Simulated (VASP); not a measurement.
**C: relaxation of cell and atoms with PBE**

The system is C.

```
CELL_PARAMETERS angstrom
2.41433 2.48741 -2.41265
-2.39821 2.43634 2.37799
2.45010 -2.47128 2.46414
ATOMIC_POSITIONS crystal
C 0.50791 0.59557 0.42432
C 0.34591 0.15708 0.17992
C 0.67180 0.85825 0.83685
C 0.54677 0.89324 0.12033
C 0.96988 0.17387 0.84175
C 0.17438 0.58132 0.05005
C 0.81412 0.92326 0.41323
C 0.96922 0.81743 0.13355
```

| Quantity | Value |
| --- | --- |
| Program | VASP 6.6.1 |
| Task | relaxation of cell and atoms |
| Functional | PBE |
| Potentials or basis | VASP PAW PBE potentials, release 64 (C) |
| Cutoff | 600 eV |
| k mesh | 4 × 4 × 4 |
| Occupations | gaussian, width 0.1 eV |
| Spin | no spin polarisation |
| Dipole correction | no |
| Further INCAR settings | ALGO = Normal; EDIFF = 1e-06; IBRION = 2; EDIFFG = -0.025; NSW = 80; ISIF = 3 |

```yaml
Relaxed_volume: 7.58 Å³/atom
Relaxed_cell: a = 4.287 Å, b = 4.287 Å, c = 4.286 Å, α = 109.01°, β = 109.69°, γ = 109.71°
Space_group_after_relaxing_to_0.1_Å: I4_1/amd (No. 141)
Energy_gained_by_relaxing: 413.1 meV/atom
Ionic_steps: 21
Pressure_after_relaxing: 0.1 GPa
Largest_force_after_relaxing: 0.015 eV/Å
Band_gap_on_the_k_mesh: 3.26 eV (least direct gap 3.52 eV)
```

Forces on the atoms (eV/Å):
```
C    0.005 -0.003 -0.008
C   -0.012  0.008  0.005
C    0.009 -0.003  0.009
C   -0.004 -0.002 -0.012
C    0.009 -0.004  0.007
C    0.003 -0.010  0.001
C   -0.008  0.010  0.006
C   -0.002  0.003 -0.008
```

Stress tensor (GPa, compression positive):
```
 0.09 -0.02  0.00
-0.02  0.20 -0.01
 0.00 -0.01 -0.04
```

The path:
```tsv
step	energy change (eV)	largest force (eV/Å)	pressure (GPa)	volume (Å³)
1	0.0000	15.1802	25.40	57.98
2	3.0265	13.4151	-1.28	68.12
3	-2.2658	5.2469	-1.33	61.37
4	-2.3680	5.0059	0.03	60.95
5	-2.4213	4.4532	2.57	60.33
6	-2.5355	3.9267	-4.09	62.40
7	-3.1741	1.4982	-3.75	61.43
8	-3.1905	1.8197	2.86	60.38
9	-3.2704	0.5057	-0.69	60.88
10	-3.2870	0.3644	0.22	60.58
11	-3.2878	0.2843	0.05	60.64
12	-3.2954	0.2177	0.47	60.56
13	-3.2957	0.2661	0.57	60.55
14	-3.3014	0.1604	0.06	60.65
15	-3.3020	0.2079	-0.16	60.69
16	-3.3039	0.1411	-0.37	60.70
17	-3.3041	0.0859	-0.32	60.70
18	-3.3046	0.0697	0.14	60.62
19	-3.3046	0.0474	0.04	60.64
20	-3.3047	0.0311	0.10	60.63
21	-3.3047	0.0153	0.08	60.63
```

Final structure:
```
C
1.0
     2.46838    2.46775   -2.48848
    -2.46837    2.46708    2.48902
     2.46792   -2.46734    2.48878
C
8
Direct
  0.49975 0.58887 0.41117
  0.32234 0.16116 0.16139
  0.67764 0.83900 0.83880
  0.50027 0.91147 0.08915
  0.00020 0.16113 0.83874
  0.17771 0.58885 0.08864
  0.82231 0.91090 0.41114
  0.99978 0.83862 0.16097
```

Levels at points of the mesh, in eV from the valence-band top:
```tsv
k point	band 12	band 13	band 14	band 15	band 16	band 17	band 18	band 19	band 20	band 21
(0.00, 0.00, 0.00)	-5.08	-1.92	-1.71	0.00	0.00	3.71	3.94	3.95	7.25	7.49
(0.50, 0.00, 0.00)	-4.11	-3.95	-3.95	-1.66	-1.66	4.25	4.25	6.06	6.07	7.70
(0.00, 0.50, 0.00)	-4.63	-3.88	-2.87	-1.47	-0.96	3.70	4.33	5.90	6.80	7.19
(0.50, 0.50, 0.00)	-4.64	-3.88	-2.87	-1.47	-0.96	3.70	4.34	5.90	6.80	7.20
(0.00, 0.00, 0.50)	-4.64	-3.88	-2.87	-1.47	-0.96	3.69	4.34	5.90	6.80	7.20
(0.50, 0.00, 0.50)	-4.63	-3.88	-2.87	-1.47	-0.96	3.70	4.33	5.91	6.80	7.19
(0.00, 0.50, 0.50)	-4.11	-3.95	-3.95	-1.66	-1.66	4.25	4.25	6.06	6.07	7.70
(0.50, 0.50, 0.50)	-5.18	-3.85	-3.85	-0.73	-0.73	4.89	4.91	7.11	7.12	7.41
```

Run time: 5.9 min on 1 thread of Intel(R) Xeon(R) Platinum 8488C (Sapphire Rapids), on a shared host, peak memory 0.21 GiB.

Caveat: the k points lie up to 0.45 Å⁻¹ apart in the final cell. A k mesh can miss the band edges.
